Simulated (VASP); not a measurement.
# Al (Im-3m) in VASP: a series of runs

Al is run at these levels: revPBE; tasks: relaxation of cell and atoms, single point.

Program: VASP 6.6.1. These are calculated values, not measurements. Logs are shortened: lines on timing, memory, paths and dates and some standing lists are left out, and cuts for length are marked.

### 1 The cell of the first run

It takes space group Im-3m (No. 229, cubic). The conventional cell has a = 3.214 Å, b = 3.214 Å, c = 3.214 Å, α = 90.00°, β = 90.00°, γ = 90.00°. Within 3.7 Å of Al (site symmetry m-3m) lie 14 Al at 2.78 to 3.21 Å.

### 2 Relaxation of cell and atoms, revPBE

Contents of INCAR:

```
  ALGO = Normal
  EDIFF = 1E-7
  EDIFFG = -0.01
  ENCUT = 600
  GGA = RE
  IBRION = 2
  ISIF = 3
  ISMEAR = -1
  LASPH = T
  LCHARG = F
  LREAL = F
  LWAVE = F
  NELM = 60
  NSW = 80
  PREC = Accurate
  SIGMA = 0.1
```

Contents of KPOINTS:

```
k-points
0
Gamma
  14 14 14
```

Contents of POSCAR:

```
Al
1.0
   -1.6070768880      1.6070768880      1.6070768880
    1.6070768880     -1.6070768880      1.6070768880
    1.6070768880      1.6070768880     -1.6070768880
Al
1
Direct
    0.0000000000      0.0000000000      0.0000000000
```

Potentials or basis: VASP PAW PBE potentials, release 64 (Al).

The run is started by

```console
cat potpaw_PBE.64/Al/POTCAR > POTCAR
mpirun -np 1 vasp_std > vasp.out
```

OUTCAR:

```text
EDIFF = 1E-7
   EDIFFG = -0.01
   ENCUT = 600
   GGA = RE
   IBRION = 2
   ISIF = 3
   ISMEAR = -1
   LASPH = T
   LREAL = F
   NELM = 60
   NSW = 80
   PREC = Accurate

 ion  position               nearest neighbor table
   1  0.000  0.000  0.000-

  LATTYP: Found a body centered cubic cell.
 ALAT       =     3.2141537760

  Lattice vectors:

 A1 = (  -1.6070768880,   1.6070768880,   1.6070768880)
 A2 = (   1.6070768880,  -1.6070768880,   1.6070768880)
 A3 = (   1.6070768880,   1.6070768880,  -1.6070768880)

Analysis of symmetry for initial positions (statically):
=====================================================================
 Subroutine PRICEL returns:
 Original cell was already a primitive cell.

 Routine SETGRP: Setting up the symmetry group for a
 body centered cubic supercell.

 Subroutine GETGRP returns: Found 48 space group operations
 (whereof 48 operations were pure point group operations)
 out of a pool of 48 trial point group operations.

The static configuration has the point symmetry O_h .

Analysis of symmetry for dynamics (positions and initial velocities):
=====================================================================
 Subroutine PRICEL returns:
 Original cell was already a primitive cell.

 Routine SETGRP: Setting up the symmetry group for a
 body centered cubic supercell.

 Subroutine GETGRP returns: Found 48 space group operations
 (whereof 48 operations were pure point group operations)
 out of a pool of 48 trial point group operations.

The dynamic configuration has the point symmetry O_h .

 Subroutine INISYM returns: Found 48 space group operations
 (whereof 48 operations are pure point group operations),
 and found     1 'primitive' translations

----------------------------------------------------------------------------------------

                                     Primitive cell

  volume of cell :      16.6024

  direct lattice vectors                    reciprocal lattice vectors
    -1.607076888  1.607076888  1.607076888     0.000000000  0.311123882  0.311123882
     1.607076888 -1.607076888  1.607076888     0.311123882  0.000000000  0.311123882
     1.607076888  1.607076888 -1.607076888     0.311123882  0.311123882  0.000000000

  length of vectors
     2.783538822  2.783538822  2.783538822     0.439995613  0.439995613  0.439995613

  position of ions in fractional coordinates (direct lattice)
     0.000000000  0.000000000  0.000000000

  ion indices of the primitive-cell ions
   primitive index   ion index
                 1           1

----------------------------------------------------------------------------------------

 KPOINTS: k-points

Automatic generation of k-mesh.
 Grid dimensions read from file:
 generate k-points for:   14   14   14

 Generating k-lattice:

  Cartesian coordinates                     Fractional coordinates (reciprocal lattice)
     0.000000000  0.022223134  0.022223134     0.071428571  0.000000000  0.000000000
     0.022223134  0.000000000  0.022223134     0.000000000  0.071428571  0.000000000
     0.022223134  0.022223134  0.000000000     0.000000000  0.000000000  0.071428571

  Length of vectors
     0.031428258  0.031428258  0.031428258

  Shift w.r.t. Gamma in fractional coordinates (k-lattice)
     0.000000000  0.000000000  0.000000000

 Subroutine IBZKPT returns following result:
 ===========================================

 Found    104 irreducible k-points:

 Following reciprocal coordinates:
            Coordinates               Weight
  0.000000  0.000000  0.000000      1.000000
  0.071429  0.000000  0.000000     12.000000
  0.142857  0.000000  0.000000     12.000000
  0.214286  0.000000  0.000000     12.000000
  0.285714  0.000000  0.000000     12.000000
  0.357143  0.000000  0.000000     12.000000
[... 16 lines left out ...]
  0.285714  0.285714  0.000000     24.000000
  0.357143  0.285714  0.000000     24.000000
 [... further k-points ...]
   k-points           NKPTS =    104   k-points in BZ     NKDIM =    104   number of bands    NBANDS=      5
   number of dos      NEDOS =    301   number of ions     NIONS =      1
   total plane-waves  NPLWV =  13824
   dimension x,y,z NGX =    24 NGY =   24 NGZ =   24
   dimension x,y,z NGXF=    48 NGYF=   48 NGZF=   48
   ions per type =               1
   NGX,Y,Z   is equivalent  to a cutoff of  14.33, 14.33, 14.33 a.u.
   NGXF,Y,Z  is equivalent  to a cutoff of  28.67, 28.67, 28.67 a.u.
 SYSTEM =  unknown system
   PREC   = accura    normal or accurate (medium, high low for compatibility)
   ISTART =      0    job   : 0-new  1-cont  2-samecut
   ICHARG =      2    charge: 1-file 2-atom 10-const
   ISPIN  =      1    spin polarized calculation?
   LNONCOLLINEAR =      F non collinear calculations
   LSORBIT =      F    spin-orbit coupling
   LASPH  =      T    aspherical Exc in radial PAW
   ENCUT  =  600.0 eV  44.10 Ry    6.64 a.u.   5.56  5.56  5.56*2*pi/ulx,y,z
   NELM   =     60;   NELMIN=  2; NELMDL= -5     # of ELM steps
   EDIFF  = 0.1E-06   stopping-criterion for ELM
   LREAL  =      F    real-space projection
   EDIFFG = -.1E-01   stopping-criterion for IOM
   NSW    =     80    number of steps for IOM
   IBRION =      2    ionic relax: 0-MD 1-quasi-New 2-CG
   NFREE  =      1    steps in history (QN), initial steepest desc. (CG)
   ISIF   =      3    stress and relaxation
   ISYM   =      2    0-nonsym 1-usesym 2-fastsym
   POTIM  = 0.5000    time-step for ionic-motion
   TEBEG  =    0.0;   TEEND  =   0.0 temperature during run
   PSTRESS=    0.0 pullay stress
   NELECT =       3.0000    total number of electrons
   NUPDOWN=      -1.0000    fix difference up-down
   EMIN   =  10.00;   EMAX   =-10.00  energy-range for DOS
   EFERMI =   0.00;   METHOD = LEGACY
   ISMEAR =    -1;   SIGMA  =   0.10  broadening in eV -4-tet -1-fermi 0-gaus
   EFERMI_NEDOS =   21; number of points for ismear=-14 and -15
   IALGO  =     38    algorithm
   IMIX   =      4    mixing-type and parameters
     AMIX     =   0.40;   BMIX     =  1.00
     AMIX_MAG =   1.60;   BMIX_MAG =  1.00
  volume/ion in A,a.u.               =      16.60       112.04
  Fermi-wavevector in a.u.,A,eV,Ry     =   0.925533  1.749004 11.654906  0.856611
  Thomas-Fermi vector in A             =   2.051398
   LORBIT       =      0    0 simple, 1 ext, 2 COOP (PROOUT), +10 PAW based schemes
   GGA     = RE    functional components
   LHFCALC =     F    Hartree Fock is set to
   AEXX    =    0.0000 exact exchange contribution
   IVDW    =     0    specifies the selected vdW correction
   LEPSILON=     F    determine dielectric tensor
   LRPA    =     F    only Hartree local field effects (RPA)
 conjugate gradient relaxation of ions
 non-spin polarized calculation
  energy-cutoff  :      600.00
  volume of cell :       16.60
 maximum number of plane-waves:       586
 NGX is ok and might be reduce to    24
   NGX = 11   NGY = 11   NGZ = 11

--------------------------------------- Ionic step        1  -------------------------------------------

 number of electron       3.0000000 magnetization

 Free energy of the ion-electron system (eV)
  ---------------------------------------------------
  ext. energy  EPLUGINS =         0.00000000
  ---------------------------------------------------
  free energy    TOTEN  =        -3.46546238 eV

  energy without entropy =       -3.45256574  energy(sigma->0) =       -3.45901406

------------------------ aborting loop because EDIFF is reached ----------------------------------------

  FORCE on cell =-STRESS in cart. coord.  units (eV):
  Direction    XX          YY          ZZ          XY          YZ          ZX
  --------------------------------------------------------------------------------------
  -------------------------------------------------------------------------------------
  Total        0.2526627      0.2526627      0.2526627      0.0000000      0.0000000      0.0000000
  in kB       24.3827010     24.3827010     24.3827010      0.0000000      0.0000000      0.0000000
  external PRESSURE =      24.3827010 kB  Pullay stress =       0.0000000 kB

 VOLUME and BASIS-vectors are now :
 -----------------------------------------------------------------------------
  energy-cutoff  :      600.00
  volume of cell :       16.60
      direct lattice vectors                 reciprocal lattice vectors
    -1.607076888  1.607076888  1.607076888     0.000000000  0.311123882  0.311123882
     1.607076888 -1.607076888  1.607076888     0.311123882  0.000000000  0.311123882
     1.607076888  1.607076888 -1.607076888     0.311123882  0.311123882  0.000000000
[... 36 lines left out ...]
 POSITION                                       TOTAL-FORCE (eV/Angst)
 -----------------------------------------------------------------------------------
      0.00000      0.00000      3.25333        -0.000000     -0.000000     -0.000000
 -----------------------------------------------------------------------------------
    total drift:                                0.000000     -0.000000     -0.000000

  FREE ENERGIE OF THE ION-ELECTRON SYSTEM (eV)
  ---------------------------------------------------
  free  energy   TOTEN  =        -3.4696206484 eV

  energy  without entropy=       -3.4568265776  energy(sigma->0) =       -3.46322361

--------------------------------------- Ionic step        3  -------------------------------------------

 number of electron       3.0000000 magnetization

 Free energy of the ion-electron system (eV)
  ---------------------------------------------------
  ext. energy  EPLUGINS =         0.00000000
  ---------------------------------------------------
  free energy    TOTEN  =        -3.46964737 eV

  energy without entropy =       -3.45684202  energy(sigma->0) =       -3.46324470

 E-fermi :   7.6693     XC(G=0): -10.0175

 val. band max:        7.6489132695   @ k =   0.2857   0.2857   0.0000
 cond. band min:       7.7153171043   @ k =   0.2857   0.2143   0.0000
 fundamental gap:      0.0664038349
 Fermi energy:         7.6693118986

 k-point     1 :       0.0000    0.0000    0.0000
  band No.  band energies     occupation
      1      -3.1947      2.00000
      2      20.6783      0.00000
      3      20.6783      0.00000
      4      20.6783      0.00000
      5      21.8992      0.00000

 k-point     2 :       0.0714    0.0000    0.0000
  band No.  band energies     occupation
      1      -3.0516      2.00000
      2      18.9361      0.00000
      3      19.6562      0.00000
      4      20.1131      0.00000
      5      21.3676      0.00000

 k-point     3 :       0.1429    0.0000    0.0000
  band No.  band energies     occupation
      1      -2.6233      2.00000
      2      16.1212      0.00000
      3      18.4267      0.00000
      4      19.0096      0.00000
      5      20.3263      0.00000
[... 153 lines left out ...]
 k-point    23 :       0.2857    0.2857    0.0000
  band No.  band energies     occupation
      1       3.5143      2.00000
      2       7.0748      1.99478
      3       7.6489      1.10164
      4      14.7660      0.00000
      5      22.0732      0.00000

 k-point    24 :       0.3571    0.2857    0.0000
  band No.  band energies     occupation
      1       5.0758      2.00000
      2       5.4875      2.00000
      3       7.2921      1.95503
      4      14.6439      0.00000
      5      22.1147      0.00000

 [... further k-points ...]

------------------------ aborting loop because EDIFF is reached ----------------------------------------

  FORCE on cell =-STRESS in cart. coord.  units (eV):
  Direction    XX          YY          ZZ          XY          YZ          ZX
  --------------------------------------------------------------------------------------
  -------------------------------------------------------------------------------------
  Total        0.0002942      0.0002942      0.0002942      0.0000000      0.0000000      0.0000000
  in kB        0.0274554      0.0274554      0.0274554      0.0000000      0.0000000      0.0000000
  external PRESSURE =       0.0274554 kB  Pullay stress =       0.0000000 kB

 VOLUME and BASIS-vectors are now :
 -----------------------------------------------------------------------------
  energy-cutoff  :      600.00
  volume of cell :       17.17
      direct lattice vectors                 reciprocal lattice vectors
    -1.625186107  1.625186107  1.625186107     0.000000000  0.307657072  0.307657072
     1.625186107 -1.625186107  1.625186107     0.307657072  0.000000000  0.307657072
     1.625186107  1.625186107 -1.625186107     0.307657072  0.307657072  0.000000000

 POSITION                                       TOTAL-FORCE (eV/Angst)
 -----------------------------------------------------------------------------------
      0.00000      0.00000     -0.00000        -0.000000      0.000000     -0.000000
 -----------------------------------------------------------------------------------
    total drift:                                0.000000      0.000000      0.000000

  FREE ENERGIE OF THE ION-ELECTRON SYSTEM (eV)
  ---------------------------------------------------
  free  energy   TOTEN  =        -3.4696473731 eV

  energy  without entropy=       -3.4568420181  energy(sigma->0) =       -3.46324470

 reached required accuracy - stopping structural energy minimisation
```

Wall time 10 s (1 thread of Intel Xeon Platinum 8259CL at 2.50GHz (Skylake/Cascade Lake), shared host); peak memory 0.14 GiB.

Results:

* Free energy: -3.4696 eV
* Relaxed volume: 17.17 Å³/atom
* Relaxed cell: a = 2.815 Å, b = 2.815 Å, c = 2.815 Å, α = 109.47°, β = 109.47°, γ = 109.47°
* Space group after relaxing (to 0.05 Å): Im-3m (No. 229)
* Energy gained by relaxing: 4.2 meV/atom
* Ionic steps: 3
* Pressure after relaxing: 0.0 GPa

The path:
| step | energy change (eV) | largest force (eV/Å) | pressure (GPa) | volume (Å³) |
| --- | --- | --- | --- | --- |
| 1 | 0.0000 | 0.0000 | 2.44 | 16.60 |
| 2 | -0.0042 | 0.0000 | -0.18 | 17.22 |
| 3 | -0.0042 | 0.0000 | 0.00 | 17.17 |

Final structure:
```
Al
1.0
    -1.62519    1.62519    1.62519
     1.62519   -1.62519    1.62519
     1.62519    1.62519   -1.62519
Al
1
Direct
  0.00000 0.00000 0.00000
```

Levels at points of the mesh, in eV from the Fermi level:
| k point | band 1 | band 2 | band 3 | band 4 | band 5 |
| --- | --- | --- | --- | --- | --- |
| (0.00, 0.00, 0.00) | -10.86 | 13.01 | 13.01 | 13.01 | 14.23 |
| (0.50, 0.00, 0.00) | -4.19 | -3.80 | 7.91 | 8.14 | 9.72 |
| (0.50, 0.50, 0.50) | 1.81 | 1.81 | 1.81 | 3.00 | 3.00 |

Caveat: the PAW data sets were made with another functional, which shifts forces and pressure a little.

### 3 Single point, revPBE

This run uses another cell than the first one, of 17.20 Å³/atom, 1.036 times its volume.

Contents of INCAR:

```
PREC = Accurate
ENCUT = 520
EDIFF = 1E-7
ISMEAR = -1
SIGMA = 0.1
LREAL = F
LASPH = T
NELM = 60
ALGO = Normal
ISIF = 2
LWAVE = F
LCHARG = F
GGA = RE
NBANDS = 8
```

Contents of KPOINTS:

```
regular mesh
0
Gamma
  22 22 22
```

Contents of POSCAR:

```
Al
1.0
   -1.6261807820      1.6261807820      1.6261807820
    1.6261807820     -1.6261807820      1.6261807820
    1.6261807820      1.6261807820     -1.6261807820
Al
1
Direct
    0.0000000000      0.0000000000      0.0000000000
```

Potentials or basis: VASP PAW PBE potentials, release 64 (Al).

The run is started by

```console
cat potpaw_PBE.64/Al/POTCAR > POTCAR
mpirun -np 1 vasp_std > vasp.out
```

Run time: 21 s. Hardware: 1 thread of Intel Xeon Platinum 8259CL at 2.50GHz (Skylake/Cascade Lake), shared host; peak memory 0.16 GiB.

It converged, with:

| Quantity | Value |
| --- | --- |
| Free energy | -3.4660 eV |
| Pressure | -0.3 GPa |

Levels at points of the mesh, in eV from the Fermi level:
```
           k point  band 1  band 2  band 3  band 4
(0.00, 0.00, 0.00)  -10.85   13.00   13.00   13.00
(0.50, 0.00, 0.00)   -4.19   -3.80    7.89    8.14
(0.50, 0.50, 0.50)    1.80    1.80    1.80    3.00
```

Caveat: the PAW data sets were made with another functional, which shifts forces and pressure a little.
